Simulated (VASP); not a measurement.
# MnS (Fm-3m) in VASP: further runs

MnS is run at these levels: PBE; tasks: single point.

Program: VASP 6.6.1. These are calculated values, not measurements. Logs are shortened: lines on timing, memory, paths and dates and some standing lists are left out, and cuts for length are marked.

## Step 1: The cell of the first run

Symmetry: Fm-3m, No. 225, cubic system. Conventional cell: a = 5.209 Å, b = 5.209 Å, c = 5.209 Å, α = 90.00°, β = 90.00°, γ = 90.00°. Mn (site symmetry m-3m) has 6 S at 2.60 Å within 3.4 Å. Within 3.4 Å of S (site symmetry m-3m) lie 6 Mn at 2.60 Å.

## Step 2: Single point, PBE, collinear spin, ferromagnetic start

Input file INCAR:

```
SYSTEM = MnS
ALGO = Normal
EDIFF = 1E-6
ENCUT = 520
GGA = PE
ISIF = 2
ISMEAR = 0
ISPIN = 2
LASPH = .True.
LCHARG = .False.
LMAXMIX = 4
LORBIT = 11
LREAL = .False.
LWAVE = .False.
MAGMOM = 4 0
NBANDS = 20
NELM = 150
PREC = Accurate
SIGMA = 0.03
```

Input file KPOINTS:

```
k-points
0
Gamma
  9 9 9
  0 0 0
```

Input file POSCAR:

```
MnS
1.0
    0.0000000000      2.6045000000      2.6045000000
    2.6045000000      0.0000000000      2.6045000000
    2.6045000000      2.6045000000      0.0000000000
Mn S
1 1
Direct
    0.0000000000      0.0000000000      0.0000000000
    0.5000000000      0.5000000000      0.5000000000
```

Potentials or basis: VASP PAW PBE potentials, release 64 (Mn_pv, S).

Command:

```sh
$ cat potpaw_PBE.64/Mn_pv/POTCAR potpaw_PBE.64/S/POTCAR > POTCAR
$ mpirun -np 1 vasp_std > vasp.out
```

OUTCAR:

```text
SYSTEM = MnS
   EDIFF = 1E-6
   ENCUT = 520
   GGA = PE
   ISIF = 2
   ISMEAR = 0
   ISPIN = 2
   LASPH = .True.
   LORBIT = 11
   LREAL = .False.
   NELM = 150
   PREC = Accurate

 ion  position               nearest neighbor table
   1  0.000  0.000  0.000-   2 2.60   2 2.60   2 2.60   2 2.60   2 2.60   2 2.60
   2  0.500  0.500  0.500-   1 2.60   1 2.60   1 2.60   1 2.60   1 2.60   1 2.60

  LATTYP: Found a face centered cubic cell.
 ALAT       =     5.2090000000

  Lattice vectors:

 A1 = (   0.0000000000,   2.6045000000,   2.6045000000)
 A2 = (   2.6045000000,   0.0000000000,   2.6045000000)
 A3 = (   2.6045000000,   2.6045000000,   0.0000000000)

Analysis of symmetry for initial positions (statically):
=====================================================================
 Subroutine PRICEL returns:
 Original cell was already a primitive cell.

 Routine SETGRP: Setting up the symmetry group for a
 face centered cubic supercell.

 Subroutine GETGRP returns: Found 48 space group operations
 (whereof 48 operations were pure point group operations)
 out of a pool of 48 trial point group operations.

The static configuration has the point symmetry O_h .

Analysis of symmetry for dynamics (positions and initial velocities):
=====================================================================
 Subroutine PRICEL returns:
 Original cell was already a primitive cell.

 Routine SETGRP: Setting up the symmetry group for a
 face centered cubic supercell.

 Subroutine GETGRP returns: Found 48 space group operations
 (whereof 48 operations were pure point group operations)
 out of a pool of 48 trial point group operations.

The dynamic configuration has the point symmetry O_h .

Analysis of structural, dynamic, and magnetic symmetry:
=====================================================================
 Subroutine PRICEL returns:
 Original cell was already a primitive cell.

 Routine SETGRP: Setting up the symmetry group for a
 face centered cubic supercell.

 Subroutine GETGRP returns: Found 48 space group operations
 (whereof 48 operations were pure point group operations)
 out of a pool of 48 trial point group operations.

The overall configuration has the point symmetry O_h .

 Subroutine INISYM returns: Found 48 space group operations
 (whereof 48 operations are pure point group operations),
 and found     1 'primitive' translations

----------------------------------------------------------------------------------------

                                     Primitive cell
[... 113 lines left out ...]
  Fermi-wavevector in a.u.,A,eV,Ry     =   1.331246  2.515690 24.112464  1.772216
  Thomas-Fermi vector in A             =   2.460272
   LORBIT       =     11    0 simple, 1 ext, 2 COOP (PROOUT), +10 PAW based schemes
   GGA     = PE    functional components
   LHFCALC =     F    Hartree Fock is set to
   AEXX    =    0.0000 exact exchange contribution
   IVDW    =     0    specifies the selected vdW correction
   LEPSILON=     F    determine dielectric tensor
   LRPA    =     F    only Hartree local field effects (RPA)
 spin polarized calculation
 Gauss-broadening in eV      SIGMA  =   0.03
  energy-cutoff  :      520.00
  volume of cell :       35.33
 maximum number of plane-waves:       963
   NGX = 13   NGY = 13   NGZ = 13

 number of electron      18.9999989 magnetization       4.7198130

 Free energy of the ion-electron system (eV)
  ---------------------------------------------------
  ext. energy  EPLUGINS =         0.00000000
  ---------------------------------------------------
  free energy    TOTEN  =       -14.06663129 eV

  energy without entropy =      -14.06615272  energy(sigma->0) =      -14.06639201

 E-fermi :   6.6269     XC(G=0): -10.6417

 val. band max:        6.6172815956   @ k =  -0.2222   0.1111   0.0000
 cond. band min:       6.6422365144   @ k =  -0.3333   0.2222   0.0000
 fundamental gap:      0.0249549189
 Fermi energy:         6.6269350665

 spin component 1

 k-point     1 :       0.0000    0.0000    0.0000
  band No.  band energies     occupation
      1     -44.0626      1.00000
      2     -44.0626      1.00000
      3     -44.0626      1.00000
      4      -7.9385      1.00000
      5       3.2537      1.00000
      6       3.2537      1.00000
[... 541 lines left out ...]
     19      21.3185      0.00000
     20      21.3185      0.00000

 [... further k-points ...]

 spin component 2

 k-point     1 :       0.0000    0.0000    0.0000
  band No.  band energies     occupation
      1     -39.5273      1.00000
      2     -39.5273      1.00000
      3     -39.5273      1.00000
      4      -7.6417      1.00000
      5       4.9862      1.00000
      6       4.9862      1.00000
[... 541 lines left out ...]
     19      21.7213      0.00000
     20      21.7213      0.00000

 [... further k-points ...]

------------------------ aborting loop because EDIFF is reached ----------------------------------------

  FORCE on cell =-STRESS in cart. coord.  units (eV):
  Direction    XX          YY          ZZ          XY          YZ          ZX
  --------------------------------------------------------------------------------------
  -------------------------------------------------------------------------------------
  Total       -0.6311266     -0.6311266     -0.6311266      0.0000000      0.0000000     -0.0000000
  in kB      -28.6169905    -28.6169905    -28.6169905      0.0000000      0.0000000     -0.0000000
  external PRESSURE =     -28.6169905 kB  Pullay stress =       0.0000000 kB

 VOLUME and BASIS-vectors are now :
 -----------------------------------------------------------------------------
  energy-cutoff  :      520.00
  volume of cell :       35.33
      direct lattice vectors                 reciprocal lattice vectors
     0.000000000  2.604500000  2.604500000    -0.191975427  0.191975427  0.191975427
     2.604500000  0.000000000  2.604500000     0.191975427 -0.191975427  0.191975427
     2.604500000  2.604500000  0.000000000     0.191975427  0.191975427 -0.191975427

 POSITION                                       TOTAL-FORCE (eV/Angst)
 -----------------------------------------------------------------------------------
      0.00000      0.00000      0.00000         0.000000      0.000000     -0.000000
      2.60450      2.60450      2.60450         0.000000     -0.000000      0.000000
 -----------------------------------------------------------------------------------
    total drift:                               -0.000000      0.000000      0.000000

  FREE ENERGIE OF THE ION-ELECTRON SYSTEM (eV)
  ---------------------------------------------------
  free  energy   TOTEN  =       -14.0666312943 eV

  energy  without entropy=      -14.0661527244  energy(sigma->0) =      -14.06639201

 total charge

# of ion       s       p       d       tot
------------------------------------------
    1        0.215   6.162   4.928  11.305
    2        1.327   2.401   0.000   3.728
--------------------------------------------------
tot          1.542   8.563   4.928  15.033

 magnetization (x)

# of ion       s       p       d       tot
------------------------------------------
    1        0.052   0.039   4.171   4.261
    2        0.027   0.081   0.000   0.108
--------------------------------------------------
tot          0.078   0.120   4.171   4.369
```

OSZICAR:

```text
N       E                     dE             d eps       ncg     rms          rms(c)
DAV:   1     0.153584028986E+03    0.15358E+03   -0.10106E+04  2816   0.975E+02
DAV:   2    -0.693444625138E+01   -0.16052E+03   -0.15080E+03  2916   0.284E+02
DAV:   3    -0.150987183124E+02   -0.81643E+01   -0.80625E+01  3296   0.693E+01
DAV:   4    -0.151970261804E+02   -0.98308E-01   -0.98248E-01  3164   0.774E+00
DAV:   5    -0.151984650590E+02   -0.14389E-02   -0.14388E-02  3164   0.987E-01    0.115E+01
DAV:   6    -0.141269451345E+02    0.10715E+01   -0.55937E+00  3120   0.272E+01    0.110E+01
DAV:   7    -0.140691582178E+02    0.57787E-01   -0.69153E-01  3068   0.106E+01    0.621E+00
DAV:   8    -0.140708316623E+02   -0.16734E-02   -0.34381E-02  3096   0.149E+00    0.324E+00
DAV:   9    -0.140661350273E+02    0.46966E-02   -0.11962E-02  2988   0.107E+00    0.281E-01
DAV:  10    -0.140665371332E+02   -0.40211E-03   -0.23303E-03  3008   0.335E-01    0.139E-01
DAV:  11    -0.140665869722E+02   -0.49839E-04   -0.25137E-04  3072   0.117E-01    0.111E-01
DAV:  12    -0.140666129782E+02   -0.26006E-04   -0.42211E-05  3092   0.577E-02    0.787E-02
DAV:  13    -0.140666270819E+02   -0.14104E-04   -0.82087E-06  2984   0.229E-02    0.358E-02
DAV:  14    -0.140666308906E+02   -0.38088E-05   -0.54040E-06  2964   0.183E-02    0.675E-03
DAV:  15    -0.140666312943E+02   -0.40370E-06   -0.49741E-07  2036   0.516E-03
   1 F= -.14066631E+02 E0= -.14066392E+02  d E =-.478570E-03  mag=     4.7197
```

stdout:

```text
POSCAR found type information on POSCAR MnS
 POSCAR found :  2 types and       2 ions
 scaLAPACK will be used
 LDA part: xc-table for (Slater+PW92), standard interpolation
 POSCAR, INCAR and KPOINTS ok, starting setup
 FFT: planning ... GRIDC
 FFT: planning ... GRID_SOFT
 FFT: planning ... GRID
 WAVECAR not read
 entering main loop
```

It took 42 s on 1 thread of Intel Xeon Platinum 8259CL at 2.50GHz (Skylake/Cascade Lake), shared host; peak memory 0.19 GiB.

Results:

| Quantity | Value |
| --- | --- |
| Free energy | -14.0666 eV |
| Pressure | -2.9 GPa |
| Net moment | 4.72 μB per cell |
| Site moments | Mn +4.26; S +0.11 μB |
| Valence electrons inside the program's atomic spheres | Mn 11.30; S 3.73 |

Caveat: a cell with one magnetic atom can't hold antiferromagnetic order, which such compounds often take; semilocal functionals often make such compounds metallic where correlation or magnetic order opens a gap, which also shifts bond lengths.

## Step 3: Single point, PBE, collinear spin, ferromagnetic start

Input file INCAR:

```
PREC = Accurate ; ENCUT = 520
EDIFF = 1E-7 ; ISMEAR = 0
SIGMA = 0.011 ; LREAL = F
LASPH = T ; NELM = 150
ALGO = Normal ; ISIF = 2
LWAVE = F ; LCHARG = T
ISPIN = 2 ; MAGMOM = 4 0
LORBIT = 11 ; LMAXMIX = 4
GGA = PE ; LELF = T
LVHAR = T ; NBANDS = 20
```

Input file KPOINTS:

```
regular mesh
0
Gamma
  9 9 9
```

POSCAR is that of step 2.

Potentials or basis: VASP PAW PBE potentials, release 64 (Mn_pv, S).

Command:

```sh
$ cat potpaw_PBE.64/Mn_pv/POTCAR potpaw_PBE.64/S/POTCAR > POTCAR
$ mpirun -np 1 vasp_std > vasp.out
```

It took 44 s on 1 thread of Intel Xeon Platinum 8259CL at 2.50GHz (Skylake/Cascade Lake), shared host; peak memory 0.19 GiB.

The run converged. Its results:

| Quantity | Value |
| --- | --- |
| Free energy | -14.0664 eV |
| Pressure | -2.9 GPa |
| Net moment | 4.72 μB per cell |
| Site moments | Mn +4.26; S +0.11 μB |
| Valence electrons inside the program's atomic spheres | Mn 11.30; S 3.73 |

Levels at points of the mesh, in eV from the Fermi level:
Spin up:
```csv
k point,band 8,band 9,band 10,band 11,band 12,band 13,band 14,band 15,band 16,band 17
"(0.00, 0.00, 0.00)",-3.28,-3.28,-1.86,-1.86,-1.86,1.73,8.61,8.61,8.61,10.63
```
Spin down:
```
           k point  band 4  band 5  band 6  band 7  band 8  band 9  band 10  band 11
(0.00, 0.00, 0.00)  -14.27   -1.64   -1.64   -1.64    0.32    0.32     0.32     0.37
```

Caveat: a cell with one magnetic atom can't hold antiferromagnetic order, which such compounds often take; semilocal functionals often make such compounds metallic where correlation or magnetic order opens a gap, which also shifts bond lengths. With open d or f shells a metallic result of PBE can be an artefact of self-interaction; +U or a hybrid may open a gap.
